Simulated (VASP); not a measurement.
# MnSb (P6_3/mmc) in VASP: single point with PBE

Aim: the single point of MnSb with PBE.

All numbers are computed with VASP 6.6.1; they aren't measurements. Logs are shortened: lines on timing, memory, paths and dates and some standing lists are left out, and cuts for length are marked.

### Step 1. The cell of the first run

The structure is hexagonal, space group P6_3/mmc (No. 194). Conventional cell: a = 4.098 Å, b = 4.098 Å, c = 5.597 Å, α = 90.00°, β = 90.00°, γ = 120.00°. Within 3.6 Å of Mn (site symmetry -3m) lie 6 Sb at 2.75 Å and 2 Mn at 2.80 Å. Within 3.7 Å of Sb (site symmetry -6m2) lie 6 Mn at 2.75 Å and 6 Sb at 3.66 Å.

### Step 2. Single point, PBE

Contents of INCAR:

```
SYSTEM = MnSb
  PREC = Accurate
  ENCUT = 520
  EDIFF = 1E-6
  ISMEAR = 0
  SIGMA = 0.05
  LREAL = .FALSE.
  LASPH = .TRUE.
  NELM = 60
  ALGO = Normal
  ISIF = 2
  LWAVE = .FALSE.
  LCHARG = .FALSE.
  GGA = PE
  NBANDS = 26
```

Contents of KPOINTS:

```
Automatic mesh
0
G
  12 12 8
  0 0 0
```

Contents of POSCAR:

```
MnSb
1.0
    4.0976405515      0.0000000000      0.0000000000
   -2.0488202757      3.5486608132      0.0000000000
    0.0000000000      0.0000000000      5.5970836889
Mn Sb
2 2
Direct
    0.0000000000      0.0000000000      0.0000000000
    0.0000000000      0.0000000000      0.5000000000
    0.3333333333      0.6666666667      0.2500000000
    0.6666666667      0.3333333333      0.7500000000
```

Potentials or basis: VASP PAW PBE potentials, release 64 (Mn_pv, Sb).

Launch:

```
cat potpaw_PBE.64/Mn_pv/POTCAR potpaw_PBE.64/Sb/POTCAR > POTCAR
mpirun -np 1 vasp_std > vasp.out
```

OUTCAR:

```text
SYSTEM = MnSb
   PREC = Accurate
   ENCUT = 520
   EDIFF = 1E-6
   ISMEAR = 0
   LREAL = .FALSE.
   LASPH = .TRUE.
   NELM = 60
   ISIF = 2
   GGA = PE

 ion  position               nearest neighbor table
   1  0.000  0.000  0.000-   3 2.75   4 2.75   3 2.75   4 2.75   4 2.75   3 2.75   2 2.80   2 2.80

   2  0.000  0.000  0.500-   3 2.75   4 2.75   3 2.75   4 2.75   4 2.75   3 2.75   1 2.80   1 2.80

   3  0.333  0.667  0.250-   1 2.75   2 2.75   1 2.75   2 2.75   1 2.75   2 2.75   4 3.66   4 3.66
                             4 3.66   4 3.66   4 3.66   4 3.66
   4  0.667  0.333  0.750-   1 2.75   2 2.75   1 2.75   2 2.75   1 2.75   2 2.75   3 3.66   3 3.66
                             3 3.66   3 3.66   3 3.66   3 3.66

  LATTYP: Found a hexagonal cell.
 ALAT       =     4.0976405515
 C/A-ratio  =     1.3659284211

  Lattice vectors:

 A1 = (   4.0976405515,   0.0000000000,   0.0000000000)
 A2 = (  -2.0488202757,   3.5486608132,   0.0000000000)
 A3 = (   0.0000000000,   0.0000000000,   5.5970836889)

Analysis of symmetry for initial positions (statically):
=====================================================================
 Subroutine PRICEL returns:
 Original cell was already a primitive cell.

 Routine SETGRP: Setting up the symmetry group for a
 hexagonal supercell.

 Subroutine GETGRP returns: Found 24 space group operations
 (whereof 12 operations were pure point group operations)
 out of a pool of 24 trial point group operations.

The static configuration has the point symmetry D_3d.
 The point group associated with its full space group is D_6h.

Analysis of symmetry for dynamics (positions and initial velocities):
=====================================================================
 Subroutine PRICEL returns:
 Original cell was already a primitive cell.

 Routine SETGRP: Setting up the symmetry group for a
 hexagonal supercell.

 Subroutine GETGRP returns: Found 24 space group operations
 (whereof 12 operations were pure point group operations)
 out of a pool of 24 trial point group operations.

The dynamic configuration has the point symmetry D_3d.
 The point group associated with its full space group is D_6h.

 Subroutine INISYM returns: Found 24 space group operations
 (whereof 12 operations are pure point group operations),
 and found     1 'primitive' translations

----------------------------------------------------------------------------------------

                                     Primitive cell

  volume of cell :      81.3880

  direct lattice vectors                    reciprocal lattice vectors
     4.097640551  0.000000000  0.000000000     0.244042880  0.140898222  0.000000000
    -2.048820276  3.548660813  0.000000000     0.000000000  0.281796445  0.000000000
     0.000000000  0.000000000  5.597083689     0.000000000  0.000000000  0.178664472

  length of vectors
     4.097640551  4.097640551  5.597083689     0.281796445  0.281796445  0.178664472

  position of ions in fractional coordinates (direct lattice)
     0.000000000  0.000000000  0.000000000
     0.000000000  0.000000000  0.500000000
     0.333333333  0.666666667  0.250000000
     0.666666667  0.333333333  0.750000000

  ion indices of the primitive-cell ions
   primitive index   ion index
                 1           1
                 2           2
                 3           3
                 4           4

----------------------------------------------------------------------------------------

 KPOINTS: Automatic mesh

Automatic generation of k-mesh.
 Grid dimensions read from file:
 generate k-points for:   12   12    8

 Generating k-lattice:

  Cartesian coordinates                     Fractional coordinates (reciprocal lattice)
     0.020336907  0.011741519  0.000000000     0.083333333  0.000000000  0.000000000
     0.000000000  0.023483037  0.000000000     0.000000000  0.083333333  0.000000000
     0.000000000  0.000000000  0.022333059     0.000000000  0.000000000  0.125000000

  Length of vectors
     0.023483037  0.023483037  0.022333059

  Shift w.r.t. Gamma in fractional coordinates (k-lattice)
     0.000000000  0.000000000  0.000000000

 Subroutine IBZKPT returns following result:
 ===========================================

 Found     95 irreducible k-points:

 Following reciprocal coordinates:
            Coordinates               Weight
  0.000000  0.000000  0.000000      1.000000
  0.083333  0.000000  0.000000      6.000000
  0.166667  0.000000  0.000000      6.000000
  0.250000  0.000000  0.000000      6.000000
  0.333333 -0.000000  0.000000      6.000000
  0.416667 -0.000000  0.000000      6.000000
[... 16 lines left out ...]
  0.250000  0.000000  0.125000     12.000000
  0.333333 -0.000000  0.125000     12.000000
 [... further k-points ...]
   k-points           NKPTS =     95   k-points in BZ     NKDIM =     95   number of bands    NBANDS=     26
   number of dos      NEDOS =    301   number of ions     NIONS =      4
   total plane-waves  NPLWV =  37800
   dimension x,y,z NGX =    30 NGY =   30 NGZ =   42
   dimension x,y,z NGXF=    60 NGYF=   60 NGZF=   84
   ions per type =               2   2
   NGX,Y,Z   is equivalent  to a cutoff of  12.17, 12.17, 12.47 a.u.
   NGXF,Y,Z  is equivalent  to a cutoff of  24.34, 24.34, 24.95 a.u.
 SYSTEM =  MnSb
   PREC   = accura    normal or accurate (medium, high low for compatibility)
   ISTART =      0    job   : 0-new  1-cont  2-samecut
   ICHARG =      2    charge: 1-file 2-atom 10-const
   ISPIN  =      1    spin polarized calculation?
   LNONCOLLINEAR =      F non collinear calculations
   LSORBIT =      F    spin-orbit coupling
   LASPH  =      T    aspherical Exc in radial PAW
   ENCUT  =  520.0 eV  38.22 Ry    6.18 a.u.   7.62  7.62 10.41*2*pi/ulx,y,z
   NELM   =     60;   NELMIN=  2; NELMDL= -5     # of ELM steps
   EDIFF  = 0.1E-05   stopping-criterion for ELM
   LREAL  =      F    real-space projection
   EDIFFG = 0.1E-04   stopping-criterion for IOM
   NSW    =      0    number of steps for IOM
   IBRION =     -1    ionic relax: 0-MD 1-quasi-New 2-CG
   NFREE  =      0    steps in history (QN), initial steepest desc. (CG)
   ISIF   =      2    stress and relaxation
   ISYM   =      2    0-nonsym 1-usesym 2-fastsym
   POTIM  = 0.5000    time-step for ionic-motion
   TEBEG  =    0.0;   TEEND  =   0.0 temperature during run
   PSTRESS=    0.0 pullay stress
   NELECT =      36.0000    total number of electrons
   NUPDOWN=      -1.0000    fix difference up-down
   EMIN   =  10.00;   EMAX   =-10.00  energy-range for DOS
   EFERMI =   0.00;   METHOD = LEGACY
   ISMEAR =     0;   SIGMA  =   0.05  broadening in eV -4-tet -1-fermi 0-gaus
   EFERMI_NEDOS =   21; number of points for ismear=-14 and -15
   IALGO  =     38    algorithm
   IMIX   =      4    mixing-type and parameters
     AMIX     =   0.40;   BMIX     =  1.00
     AMIX_MAG =   1.60;   BMIX_MAG =  1.00
  volume/ion in A,a.u.               =      20.35       137.31
  Fermi-wavevector in a.u.,A,eV,Ry     =   1.247352  2.357153 21.169120  1.555886
  Thomas-Fermi vector in A             =   2.381488
   LORBIT       =      0    0 simple, 1 ext, 2 COOP (PROOUT), +10 PAW based schemes
   GGA     = PE    functional components
   LHFCALC =     F    Hartree Fock is set to
   AEXX    =    0.0000 exact exchange contribution
   IVDW    =     0    specifies the selected vdW correction
   LEPSILON=     F    determine dielectric tensor
   LRPA    =     F    only Hartree local field effects (RPA)
 non-spin polarized calculation
 Gauss-broadening in eV      SIGMA  =   0.05
  energy-cutoff  :      520.00
  volume of cell :       81.39
 maximum number of plane-waves:      2223
   NGX = 15   NGY = 15   NGZ = 21

 number of electron      36.0000040 magnetization

 Free energy of the ion-electron system (eV)
  ---------------------------------------------------
  ext. energy  EPLUGINS =         0.00000000
  ---------------------------------------------------
  free energy    TOTEN  =       -24.79274852 eV

  energy without entropy =      -24.78079265  energy(sigma->0) =      -24.78677059

 E-fermi :   7.8046     XC(G=0): -10.9196

 val. band max:        7.8005939185   @ k =   0.3333   0.1667   0.1250
 cond. band min:       7.8052826277   @ k =   0.5000   0.0000   0.0000
 fundamental gap:      0.0046887092
 Fermi energy:         7.8045535800

 k-point     1 :       0.0000    0.0000    0.0000
  band No.  band energies     occupation
      1     -40.0307      2.00000
      2     -39.9110      2.00000
      3     -39.7022      2.00000
      4     -39.7022      2.00000
      5     -39.6901      2.00000
      6     -39.6901      2.00000
[... 18 lines left out ...]
     25      11.4247      0.00000
     26      13.5607      0.00000

 k-point     2 :       0.0833    0.0000    0.0000
  band No.  band energies     occupation
      1     -40.0307      2.00000
      2     -39.9109      2.00000
      3     -39.7024      2.00000
      4     -39.7022      2.00000
      5     -39.6902      2.00000
      6     -39.6901      2.00000
[... 18 lines left out ...]
     25      12.2186      0.00000
     26      13.9095      0.00000

 k-point     3 :       0.1667    0.0000    0.0000
  band No.  band energies     occupation
      1     -40.0306      2.00000
      2     -39.9109      2.00000
      3     -39.7029      2.00000
      4     -39.7024      2.00000
      5     -39.6906      2.00000
      6     -39.6901      2.00000
[... 18 lines left out ...]
     25      12.6269      0.00000
     26      14.0659      0.00000

 k-point     4 :       0.2500    0.0000    0.0000
  band No.  band energies     occupation
      1     -40.0304      2.00000
      2     -39.9108      2.00000
      3     -39.7035      2.00000
      4     -39.7026      2.00000
      5     -39.6910      2.00000
      6     -39.6902      2.00000
[... 18 lines left out ...]
     25      12.5135      0.00000
     26      14.1161      0.00000

 k-point     5 :       0.3333   -0.0000    0.0000
  band No.  band energies     occupation
      1     -40.0302      2.00000
      2     -39.9107      2.00000
      3     -39.7042      2.00000
      4     -39.7028      2.00000
      5     -39.6915      2.00000
      6     -39.6903      2.00000
[... 18 lines left out ...]
     25      12.4069      0.00000
     26      13.5929      0.00000

 k-point     6 :       0.4167   -0.0000    0.0000
  band No.  band energies     occupation
      1     -40.0301      2.00000
      2     -39.9107      2.00000
      3     -39.7047      2.00000
      4     -39.7029      2.00000
      5     -39.6919      2.00000
      6     -39.6903      2.00000
[... 427 lines left out ...]
 k-point    21 :       0.0833    0.0000    0.1250
  band No.  band energies     occupation
      1     -40.0262      2.00000
      2     -39.9155      2.00000
      3     -39.7019      2.00000
      4     -39.7018      2.00000
      5     -39.6907      2.00000
      6     -39.6906      2.00000
[... 18 lines left out ...]
     25      12.3063      0.00000
     26      13.8543      0.00000

 k-point    22 :       0.1667    0.0000    0.1250
  band No.  band energies     occupation
      1     -40.0260      2.00000
      2     -39.9155      2.00000
      3     -39.7024      2.00000
      4     -39.7019      2.00000
      5     -39.6910      2.00000
      6     -39.6906      2.00000
[... 18 lines left out ...]
     25      12.7795      0.00000
     26      13.7921      0.00000

 k-point    23 :       0.2500    0.0000    0.1250
  band No.  band energies     occupation
      1     -40.0259      2.00000
      2     -39.9154      2.00000
      3     -39.7031      2.00000
      4     -39.7021      2.00000
      5     -39.6915      2.00000
      6     -39.6907      2.00000
[... 18 lines left out ...]
     25      12.6770      0.00000
     26      13.2419      0.00000

 k-point    24 :       0.3333   -0.0000    0.1250
  band No.  band energies     occupation
      1     -40.0257      2.00000
      2     -39.9153      2.00000
      3     -39.7037      2.00000
      4     -39.7023      2.00000
      5     -39.6920      2.00000
      6     -39.6907      2.00000
[... 18 lines left out ...]
     25      12.4706      0.00000
     26      12.9168      0.00000

 [... further k-points ...]

------------------------ aborting loop because EDIFF is reached ----------------------------------------

  FORCE on cell =-STRESS in cart. coord.  units (eV):
  Direction    XX          YY          ZZ          XY          YZ          ZX
  --------------------------------------------------------------------------------------
  -------------------------------------------------------------------------------------
  Total       -5.2669481     -5.2669481     -9.8699363     -0.0000000      0.0000000      0.0000000
  in kB     -103.6834573   -103.6834573   -194.2964120     -0.0000000      0.0000000      0.0000000
  external PRESSURE =    -133.8877756 kB  Pullay stress =       0.0000000 kB

 VOLUME and BASIS-vectors are now :
 -----------------------------------------------------------------------------
  energy-cutoff  :      520.00
  volume of cell :       81.39
      direct lattice vectors                 reciprocal lattice vectors
     4.097640551  0.000000000  0.000000000     0.244042880  0.140898222  0.000000000
    -2.048820276  3.548660813  0.000000000     0.000000000  0.281796445  0.000000000
     0.000000000  0.000000000  5.597083689     0.000000000  0.000000000  0.178664472

 POSITION                                       TOTAL-FORCE (eV/Angst)
 -----------------------------------------------------------------------------------
      0.00000      0.00000      0.00000         0.000000      0.000000      0.000000
      0.00000      0.00000      2.79854         0.000000      0.000000      0.000000
     -0.00000      2.36577      1.39927        -0.000000      0.000000      0.000000
      2.04882      1.18289      4.19781         0.000000      0.000000     -0.000000
 -----------------------------------------------------------------------------------
    total drift:                                0.000000     -0.000000      0.000000

  FREE ENERGIE OF THE ION-ELECTRON SYSTEM (eV)
  ---------------------------------------------------
  free  energy   TOTEN  =       -24.7927485207 eV

  energy  without entropy=      -24.7807926535  energy(sigma->0) =      -24.78677059
```

It took 2 min on 1 thread of Intel Xeon Platinum 8488C (Sapphire Rapids), shared host; peak memory 0.31 GiB.

Results:

- Free energy: -24.7927 eV
- Pressure: -13.4 GPa
- Band gap on the k mesh: zero (bands 18 and 19 overlap by 0.40 eV)

Caveat: the cell stands under tension; spin-orbit coupling is left out, which moves the levels of the heavy elements; the run has no spin polarisation, though such a crystal can be magnetic. Spin polarisation is off, so any magnetic state and its effect on volume and gap are missing.
